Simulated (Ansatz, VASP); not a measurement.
## One calculation of As, two programs

File INCAR:

```
ALGO = Normal ; EDIFF = 1E-6
ENCUT = 500 ; GGA_COMPAT = False
ISIF = 2 ; ISMEAR = -1
LASPH = True ; LCHARG = False
LREAL = False ; LWAVE = False
NBANDS = 8 ; NELM = 120
PREC = Accurate ; SIGMA = 0.08
```

Contents of KPOINTS:

```
k-points
0
Gamma
  18 18 18
```

File POSCAR:

```
As
1.0
   -1.6469586034      1.6469586034      1.6469586034
    1.6469586034     -1.6469586034      1.6469586034
    1.6469586034      1.6469586034     -1.6469586034
As
1
Direct
    0.0000000000      0.0000000000      0.0000000000
```

Input for Ansatz:

```yaml
crystal:
  lattice:
    - [-1.6469586034, 1.6469586034, 1.6469586034]
    - [1.6469586034, -1.6469586034, 1.6469586034]
    - [1.6469586034, 1.6469586034, -1.6469586034]
  atoms:
    - { symbol: As, position: [0.0, 0.0, 0.0] }
kpoints:
  mp_grid: { grid: [18, 18, 18] }
  band_path:
    path:
      - [0.0, 0.0, 0.0]
      - [0.5, -0.5, 0.5]
      - [0.0, 0.0, 0.5]
      - [0.0, 0.0, 0.0]
      - [0.25, 0.25, 0.25]
      - [0.5, -0.5, 0.5]
      - [0.25, 0.25, 0.25]
      - [0.0, 0.0, 0.5]
    npoints: 8
scf:
  occupations: { method: fermi_dirac, width: 0.08 }
hamiltonian:
  xc: lda
  pseudopotentials: { kind: paw }
output:
  forces: true
  stress: true
  eigenvalues: true
  populations: true
  dos: { projected: true, de: 0.2, e_range: [-14, 8] }
```

Change from the starting cell: volume scaled by 1, PAW files.

Alike in both runs: task single point; functional LDA; k mesh 18 × 18 × 18; occupations fermi-dirac, width 0.08 eV; no spin polarisation.

|  | VASP | Ansatz |
| --- | --- | --- |
| version | VASP 6.6.1 | Ansatz 0.2.0 |
| potentials or method | VASP PAW LDA potentials, release 64 (As) | PAW with Ansatz's default frozen-core files, scalar-relativistic |
| plane-wave cutoff (eV) | 500 | 420 |
| valence electrons in the cell | 5 | 15 |

```csv
,VASP,Ansatz,Ansatz less VASP
pressure (GPa),0.3,0.0,-0.30
```

LDA's correlation is that of Perdew and Zunger in VASP and of Perdew and Wang (1992) in Ansatz. VASP's potentials hold 5 valence electrons a cell and Ansatz's 15, so a difference there can come from the potentials and not from the codes.
